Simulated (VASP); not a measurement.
Here is a VASP 6.6.1 calculation.

INCAR

```
SYSTEM = Co
PREC = Accurate
ENCUT = 520
EDIFF = 1E-7
ISMEAR = -1
SIGMA = 0.05
LREAL = .False.
LASPH = .True.
NELM = 150
ALGO = Normal
ISIF = 2
LWAVE = .False.
LCHARG = .True.
ISPIN = 2
MAGMOM = 2 2
LORBIT = 11
LMAXMIX = 4
GGA = PS
LELF = .True.
LVHAR = .True.
NBANDS = 20
```

File KPOINTS:

```
regular mesh
0
Gamma
  12 12 7
  0 0 0
```

POSCAR

```
Co
1.0
    2.3991994705      0.0000000000      0.0000000000
   -1.1995997353      2.0777676902      0.0000000000
    0.0000000000      0.0000000000      3.8750831430
Co
2
Direct
    0.6666666667      0.3333333333      0.7500000000
    0.3333333333      0.6666666667      0.2500000000
```

Potentials or basis: VASP PAW PBE potentials, release 64 (Co).

The run is started by

```console
$ cat potpaw_PBE.64/Co/POTCAR > POTCAR
$ mpirun -np 1 vasp_std > vasp.out
```

(1) Estimate the net moment.

(2) Estimate the pressure.

(3) Estimate the site moments.

## Answers

(1) 2.98 μB per cell.

(2) 18.8 GPa.

(3) Co +1.49 μB.

Caveat: the PAW data sets were made with another functional, which shifts forces and pressure a little.
